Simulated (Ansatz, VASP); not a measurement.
BN: VASP beside Ansatz

```
CELL_PARAMETERS angstrom
2.52465 0.00000 0.00000
-1.25497 2.19064 0.00000
-0.63484 -1.09532 3.04256
ATOMIC_POSITIONS crystal
N 0.66851 0.33238 0.98500
B 0.97964 0.98350 0.00181
```

Change from the starting cell: volume scaled by 1.02.

Alike in both runs: task single point; functional LDA; k mesh 13 × 13 × 9; occupations fermi-dirac, width 0.05 eV; no spin polarisation.

|  | VASP | Ansatz |
| --- | --- | --- |
| version | VASP 6.6.1 | Ansatz 0.2.0 |
| potentials or method | VASP PAW LDA potentials, release 64 (N, B), cutoff 520 eV | all-electron LAPW, scalar-relativistic |

|  | VASP | Ansatz | Ansatz less VASP |
| --- | --- | --- | --- |
| gap on the k mesh at the Fermi level (eV) | 2.64 | 2.65 | +0.011 |
| least direct gap on the mesh (eV) | 4.35 | 4.35 | +0.006 |
| pressure (GPa) | -8.5 | -8.8 | -0.30 |
| traceless stress, the component that is largest in VASP (GPa) | 11.19 | 11.64 | +0.451 |
| rms of the force components (eV/Å) | 1.490 | 1.495 | +0.0049 |

LDA's correlation is that of Perdew and Zunger in VASP and of Perdew and Wang (1992) in Ansatz. Atom by atom the forces differ by 0.005 eV/Å (rms over components). Ansatz ran all-electron here, and VASP with PAW potentials.
